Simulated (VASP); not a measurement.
# TiCo3 (Pm-3m) in VASP: single point with r2SCAN

Aim: the single point of TiCo3 with r2SCAN.

All numbers are computed with VASP 6.6.1; they aren't measurements. Logs are shortened: lines on timing, memory, paths and dates and some standing lists are left out, and cuts for length are marked.

## Step 1: The cell of the first run

Symmetry: Pm-3m, No. 221, cubic system. The conventional cell has a = 3.614 Å, b = 3.614 Å, c = 3.614 Å, α = 90.00°, β = 90.00°, γ = 90.00°. Within 3.4 Å of Ti (site symmetry m-3m) lie 12 Co at 2.56 Å. Co (site symmetry 4/mmm) has 4 Ti at 2.56 Å and 8 Co at 2.56 Å within 3.4 Å.

## Step 2: Single point, r2SCAN, collinear spin, ferrimagnetic start

POSCAR

```
TiCo3
1.0
    3.6140000000      0.0000000000      0.0000000000
    0.0000000000      3.6140000000      0.0000000000
    0.0000000000      0.0000000000      3.6140000000
Ti Co
1 3
Direct
    0.0000000000      0.0000000000      0.0000000000
    0.0000000000      0.5000000000      0.5000000000
    0.5000000000      0.0000000000      0.5000000000
    0.5000000000      0.5000000000      0.0000000000
```

INCAR.step1

```
PREC = Accurate
ENCUT = 520
ISMEAR = -1
SIGMA = 0.01
LREAL = F
LASPH = T
NELM = 150
ISPIN = 2
MAGMOM = -0.74 1.48 1.48 1.48
LMAXMIX = 4
NBANDS = 32
GGA = PE
ALGO = Normal
EDIFF = 1E-4
LWAVE = T
LCHARG = F
```

INCAR.step2

```
PREC = Accurate
ENCUT = 520
EDIFF = 1E-6
ISMEAR = -1
SIGMA = 0.01
LREAL = F
LASPH = T
NELM = 150
ALGO = Normal
ISIF = 2
LWAVE = F
LCHARG = F
ISPIN = 2
MAGMOM = -0.74 1.48 1.48 1.48
LORBIT = 11
LMAXMIX = 4
METAGGA = R2SCAN
LMIXTAU = T
NBANDS = 32
ISTART = 1
```

KPOINTS

```
Automatic mesh
0
Gamma
  12 12 12
```

Potentials or basis: VASP PAW PBE potentials, release 64 (Ti_sv, Co).

On the command line:

```sh
> cat potpaw_PBE.64/Ti_sv/POTCAR potpaw_PBE.64/Co/POTCAR > POTCAR
> cp INCAR.step1 INCAR
> mpirun -np 1 vasp_std > vasp.out
> cp INCAR.step2 INCAR
> mpirun -np 1 vasp_std > vasp.out
```

OUTCAR:

```text
PREC = Accurate
   ENCUT = 520
   EDIFF = 1E-6
   ISMEAR = -1
   LREAL = F
   LASPH = T
   NELM = 150
   ISIF = 2
   ISPIN = 2
   LORBIT = 11
   METAGGA = R2SCAN
   ISTART = 1

 ion  position               nearest neighbor table
   1  0.000  0.000  0.000-   2 2.56   3 2.56   4 2.56   2 2.56   3 2.56   2 2.56   4 2.56   2 2.56
                             3 2.56   4 2.56   3 2.56   4 2.56
   2  0.000  0.500  0.500-   1 2.56   3 2.56   4 2.56   1 2.56   4 2.56   1 2.56   3 2.56   1 2.56
                             3 2.56   4 2.56   4 2.56   3 2.56
   3  0.500  0.000  0.500-   1 2.56   2 2.56   4 2.56   1 2.56   4 2.56   2 2.56   4 2.56   4 2.56
                             1 2.56   2 2.56   1 2.56   2 2.56
   4  0.500  0.500  0.000-   1 2.56   2 2.56   3 2.56   2 2.56   3 2.56   1 2.56   3 2.56   3 2.56
                             1 2.56   2 2.56   2 2.56   1 2.56

  LATTYP: Found a simple cubic cell.
 ALAT       =     3.6140000000

  Lattice vectors:

 A1 = (   3.6140000000,   0.0000000000,   0.0000000000)
 A2 = (   0.0000000000,   3.6140000000,   0.0000000000)
 A3 = (   0.0000000000,   0.0000000000,   3.6140000000)

Analysis of symmetry for initial positions (statically):
=====================================================================
 Subroutine PRICEL returns:
 Original cell was already a primitive cell.

 Routine SETGRP: Setting up the symmetry group for a
 simple cubic supercell.

 Subroutine GETGRP returns: Found 48 space group operations
 (whereof 48 operations were pure point group operations)
 out of a pool of 48 trial point group operations.

The static configuration has the point symmetry O_h .

Analysis of symmetry for dynamics (positions and initial velocities):
=====================================================================
 Subroutine PRICEL returns:
 Original cell was already a primitive cell.

 Routine SETGRP: Setting up the symmetry group for a
 simple cubic supercell.

 Subroutine GETGRP returns: Found 48 space group operations
 (whereof 48 operations were pure point group operations)
 out of a pool of 48 trial point group operations.

The dynamic configuration has the point symmetry O_h .

Analysis of structural, dynamic, and magnetic symmetry:
=====================================================================
 Subroutine PRICEL returns:
 Original cell was already a primitive cell.

 Routine SETGRP: Setting up the symmetry group for a
 simple cubic supercell.

 Subroutine GETGRP returns: Found 48 space group operations
 (whereof 48 operations were pure point group operations)
 out of a pool of 48 trial point group operations.

The overall configuration has the point symmetry O_h .

 Subroutine INISYM returns: Found 48 space group operations
 (whereof 48 operations are pure point group operations),
 and found     1 'primitive' translations

----------------------------------------------------------------------------------------

                                     Primitive cell

  volume of cell :      47.2024

  direct lattice vectors                    reciprocal lattice vectors
     3.614000000  0.000000000  0.000000000     0.276701716  0.000000000  0.000000000
     0.000000000  3.614000000  0.000000000     0.000000000  0.276701716  0.000000000
     0.000000000  0.000000000  3.614000000     0.000000000  0.000000000  0.276701716

  length of vectors
     3.614000000  3.614000000  3.614000000     0.276701716  0.276701716  0.276701716

  position of ions in fractional coordinates (direct lattice)
     0.000000000  0.000000000  0.000000000
     0.000000000  0.500000000  0.500000000
     0.500000000  0.000000000  0.500000000
     0.500000000  0.500000000  0.000000000

  ion indices of the primitive-cell ions
   primitive index   ion index
                 1           1
                 2           2
                 3           3
                 4           4

----------------------------------------------------------------------------------------

 KPOINTS: Automatic mesh

Automatic generation of k-mesh.
 Grid dimensions read from file:
 generate k-points for:   12   12   12

 Generating k-lattice:

  Cartesian coordinates                     Fractional coordinates (reciprocal lattice)
     0.023058476  0.000000000  0.000000000     0.083333333  0.000000000  0.000000000
     0.000000000  0.023058476  0.000000000     0.000000000  0.083333333  0.000000000
     0.000000000  0.000000000  0.023058476     0.000000000  0.000000000  0.083333333

  Length of vectors
     0.023058476  0.023058476  0.023058476

  Shift w.r.t. Gamma in fractional coordinates (k-lattice)
     0.000000000  0.000000000  0.000000000

 Subroutine IBZKPT returns following result:
 ===========================================

 Found     84 irreducible k-points:

 Following reciprocal coordinates:
            Coordinates               Weight
  0.000000  0.000000  0.000000      1.000000
  0.083333  0.000000  0.000000      6.000000
  0.166667  0.000000  0.000000      6.000000
  0.250000  0.000000  0.000000      6.000000
  0.333333  0.000000  0.000000      6.000000
  0.416667  0.000000  0.000000      6.000000
[... 16 lines left out ...]
  0.333333  0.333333  0.000000     12.000000
  0.416667  0.333333  0.000000     24.000000
 [... further k-points ...]
   k-points           NKPTS =     84   k-points in BZ     NKDIM =     84   number of bands    NBANDS=     32
   number of dos      NEDOS =    301   number of ions     NIONS =      4
   total plane-waves  NPLWV =  21952
   dimension x,y,z NGX =    28 NGY =   28 NGZ =   28
   dimension x,y,z NGXF=    56 NGYF=   56 NGZF=   56
   ions per type =               1   3
   NGX,Y,Z   is equivalent  to a cutoff of  12.88, 12.88, 12.88 a.u.
   NGXF,Y,Z  is equivalent  to a cutoff of  25.76, 25.76, 25.76 a.u.
 SYSTEM =  unknown system
   PREC   = accura    normal or accurate (medium, high low for compatibility)
   ISTART =      1    job   : 0-new  1-cont  2-samecut
   ICHARG =      0    charge: 1-file 2-atom 10-const
   ISPIN  =      2    spin polarized calculation?
   LNONCOLLINEAR =      F non collinear calculations
   LSORBIT =      F    spin-orbit coupling
   LASPH  =      T    aspherical Exc in radial PAW
   ENCUT  =  520.0 eV  38.22 Ry    6.18 a.u.   6.72  6.72  6.72*2*pi/ulx,y,z
   NELM   =    150;   NELMIN=  2; NELMDL=  0     # of ELM steps
   EDIFF  = 0.1E-05   stopping-criterion for ELM
   LREAL  =      F    real-space projection
   EDIFFG = 0.1E-04   stopping-criterion for IOM
   NSW    =      0    number of steps for IOM
   IBRION =     -1    ionic relax: 0-MD 1-quasi-New 2-CG
   NFREE  =      0    steps in history (QN), initial steepest desc. (CG)
   ISIF   =      2    stress and relaxation
   ISYM   =      2    0-nonsym 1-usesym 2-fastsym
   POTIM  = 0.5000    time-step for ionic-motion
   TEBEG  =    0.0;   TEEND  =   0.0 temperature during run
   PSTRESS=    0.0 pullay stress
   NELECT =      39.0000    total number of electrons
   NUPDOWN=      -1.0000    fix difference up-down
   EMIN   =  10.00;   EMAX   =-10.00  energy-range for DOS
   EFERMI =   0.00;   METHOD = LEGACY
   ISMEAR =    -1;   SIGMA  =   0.01  broadening in eV -4-tet -1-fermi 0-gaus
   EFERMI_NEDOS =   21; number of points for ismear=-14 and -15
   IALGO  =     38    algorithm
   IMIX   =      4    mixing-type and parameters
     AMIX     =   0.40;   BMIX     =  1.00
     AMIX_MAG =   1.60;   BMIX_MAG =  1.00
  volume/ion in A,a.u.               =      11.80        79.63
  Fermi-wavevector in a.u.,A,eV,Ry     =   1.536178  2.902956 32.107613  2.359843
  Thomas-Fermi vector in A             =   2.642863
   LORBIT       =     11    0 simple, 1 ext, 2 COOP (PROOUT), +10 PAW based schemes
   METAGGA = R2SCAN    functional components
   LHFCALC =     F    Hartree Fock is set to
   AEXX    =    0.0000 exact exchange contribution
   IVDW    =     0    specifies the selected vdW correction
   LEPSILON=     F    determine dielectric tensor
   LRPA    =     F    only Hartree local field effects (RPA)
 spin polarized calculation
  energy-cutoff  :      520.00
  volume of cell :       47.20
 maximum number of plane-waves:      1328
 NGX is ok and might be reduce to    28
   NGX = 13   NGY = 13   NGZ = 13

 number of electron      39.0000025 magnetization       2.8472820

 Free energy of the ion-electron system (eV)
  ---------------------------------------------------
  ext. energy  EPLUGINS =         0.00000000
  ---------------------------------------------------
  free energy    TOTEN  =       -53.32033371 eV

  energy without entropy =      -53.31949207  energy(sigma->0) =      -53.31991289

 E-fermi :  10.2847     XC(G=0): -14.2257

 val. band max:       10.2813875235   @ k =   0.3333   0.3333   0.0833
 cond. band min:      10.2875386089   @ k =   0.4167   0.1667   0.1667
 fundamental gap:      0.0061510854
 Fermi energy:        10.2847028140

 spin component 1

 k-point     1 :       0.0000    0.0000    0.0000
  band No.  band energies     occupation
      1     -48.5161      1.00000
      2     -23.7289      1.00000
      3     -23.7289      1.00000
      4     -23.7289      1.00000
      5       1.7270      1.00000
      6       5.0366      1.00000
[... 805 lines left out ...]
     30      21.6751      0.00000
     31      22.2661      0.00000

 [... further k-points ...]

 spin component 2

 k-point     1 :       0.0000    0.0000    0.0000
  band No.  band energies     occupation
      1     -49.3432      1.00000
      2     -24.5621      1.00000
      3     -24.5621      1.00000
      4     -24.5621      1.00000
      5       1.2038      1.00000
      6       5.8351      1.00000
[... 805 lines left out ...]
     30      22.0805      0.00000
     31      22.3098      0.00000

 [... further k-points ...]

 [bands above 31 left out]

------------------------ aborting loop because EDIFF is reached ----------------------------------------

  FORCE on cell =-STRESS in cart. coord.  units (eV):
  Direction    XX          YY          ZZ          XY          YZ          ZX
  --------------------------------------------------------------------------------------
  -------------------------------------------------------------------------------------
  Total       -1.1695413     -1.1695413     -1.1695413     -0.0000000     -0.0000000      0.0000000
  in kB      -39.6973653    -39.6973653    -39.6973653     -0.0000000     -0.0000000      0.0000000
  external PRESSURE =     -39.6973653 kB  Pullay stress =       0.0000000 kB

 VOLUME and BASIS-vectors are now :
 -----------------------------------------------------------------------------
  energy-cutoff  :      520.00
  volume of cell :       47.20
      direct lattice vectors                 reciprocal lattice vectors
     3.614000000  0.000000000  0.000000000     0.276701716  0.000000000  0.000000000
     0.000000000  3.614000000  0.000000000     0.000000000  0.276701716  0.000000000
     0.000000000  0.000000000  3.614000000     0.000000000  0.000000000  0.276701716

 POSITION                                       TOTAL-FORCE (eV/Angst)
 -----------------------------------------------------------------------------------
      0.00000      0.00000      0.00000         0.000000      0.000000      0.000000
      0.00000      1.80700      1.80700         0.000000      0.000000      0.000000
      1.80700      0.00000      1.80700         0.000000      0.000000      0.000000
      1.80700      1.80700      0.00000         0.000000      0.000000      0.000000
 -----------------------------------------------------------------------------------
    total drift:                                0.000000      0.000000      0.000000

  FREE ENERGIE OF THE ION-ELECTRON SYSTEM (eV)
  ---------------------------------------------------
  free  energy   TOTEN  =       -53.3203337127 eV

  energy  without entropy=      -53.3194920737  energy(sigma->0) =      -53.31991289

 total charge

# of ion       s       p       d       tot
------------------------------------------
    1        2.257   6.197   1.883  10.337
    2        0.521   0.535   7.273   8.329
    3        0.521   0.535   7.273   8.329
    4        0.521   0.535   7.273   8.329
--------------------------------------------------
tot          3.819   7.803  23.701  35.322

 magnetization (x)

# of ion       s       p       d       tot
------------------------------------------
    1       -0.018  -0.055  -0.661  -0.735
    2       -0.002  -0.055   1.366   1.309
    3       -0.002  -0.055   1.366   1.309
    4       -0.002  -0.055   1.366   1.309
--------------------------------------------------
tot         -0.025  -0.221   3.438   3.193
```

Run time: 9.4 min. Hardware: 1 thread of AMD EPYC 9R45 (Zen 5), shared host; peak memory 0.29 GiB.

Results:

* Free energy: -53.3203 eV
* Pressure: -4.0 GPa
* Net moment: 2.85 μB per cell
* Site moments: Ti -0.73; Co +1.31 μB
* Valence electrons inside the program's atomic spheres: Ti 10.34; Co 8.33

Levels at points of the mesh, in eV from the Fermi level:
Spin up:
```csv
k point,band 17,band 18,band 19,band 20,band 21,band 22,band 23,band 24,band 25,band 26
"(0.00, 0.00, 0.00)",-1.42,-0.82,-0.82,-0.82,1.84,1.84,2.89,2.89,2.89,3.24
"(0.50, 0.00, 0.00)",-2.22,-1.91,-1.91,-1.74,-0.82,0.96,0.96,1.29,2.52,3.13
"(0.50, 0.50, 0.00)",-2.50,-2.50,-1.76,-1.72,-1.68,0.88,0.88,1.50,1.50,2.41
"(0.50, 0.50, 0.50)",-1.15,-1.15,-1.15,-0.55,0.40,0.40,0.40,1.37,1.37,1.37
```
Spin down:
```tsv
k point	band 15	band 16	band 17	band 18	band 19	band 20	band 21	band 22
(0.00, 0.00, 0.00)	0.60	0.60	0.99	0.99	0.99	1.42	2.54	2.54
(0.50, 0.00, 0.00)	-0.56	-0.55	-0.46	-0.25	0.23	0.77	0.77	0.84
(0.50, 0.50, 0.00)	-1.62	-1.41	-0.58	-0.15	-0.15	-0.07	-0.03	1.27
(0.50, 0.50, 0.50)	-0.85	-0.85	-0.80	-0.23	-0.23	-0.23	1.08	1.08
```

Caveat: the cell stands under tension; the PAW data sets were made with another functional, which shifts forces and pressure a little.
